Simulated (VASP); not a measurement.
Write the native input for VASP 6.6.1 that does the following.

```
Task                   : single point
Functional             : PBEsol
Potentials or basis    : VASP PAW PBE potentials, release 64 (Si, C)
Cutoff                 : 520 eV
k mesh                 : 10 × 10 × 3
Occupations            : fermi-dirac, width 0.05 eV
Spin                   : no spin polarisation
Dipole correction      : no
Further INCAR settings : ALGO = Normal; EDIFF = 1e-06; NBANDS = 26
```

The structure of SiC lies in POSCAR:

```
SiC
1.0
    3.0756941497      0.0000000000      0.0000000000
   -1.5378470748      2.6636292679      0.0000000000
    0.0000000000      0.0000000000     10.0706464800
Si C
4 4
Direct
    0.0000000000      0.0000000000      0.1878943800
    0.0000000000      0.0000000000      0.6878943800
    0.3333333333      0.6666666667      0.4378419800
    0.6666666667      0.3333333333      0.9378419800
    0.0000000000      0.0000000000      0.0004600500
    0.0000000000      0.0000000000      0.5004600500
    0.3333333333      0.6666666667      0.2498025900
    0.6666666667      0.3333333333      0.7498025900
```

The input as run:

INCAR

```
SYSTEM = SiC
  PREC = Accurate
  ENCUT = 520
  EDIFF = 1E-6
  ISMEAR = -1
  SIGMA = 0.05
  LREAL = .False.
  LASPH = .True.
  NELM = 60
  ALGO = Normal
  ISIF = 2
  LWAVE = .False.
  LCHARG = .True.
  GGA = PS
  LELF = .True.
  LVHAR = .True.
  NBANDS = 26
```

KPOINTS

```
Automatic mesh
0
Gamma
  10 10 3
  0 0 0
```

Potentials or basis: VASP PAW PBE potentials, release 64 (Si, C).

Launch:

```sh
$ cat potpaw_PBE.64/Si/POTCAR potpaw_PBE.64/C/POTCAR > POTCAR
$ mpirun -np 1 vasp_std > vasp.out
```

Results of the run:

* Pressure: 0.8 GPa
* Largest force: 0.005 eV/Å
* Band gap on the k mesh: 2.11 eV, indirect (least direct gap 3.24 eV)

Caveat: the PAW data sets were made with another functional, which shifts forces and pressure a little.

Run time: 21 s on 1 thread of Intel(R) Xeon(R) 6975P-C (Granite Rapids), on a shared host, peak memory 0.21 GiB.
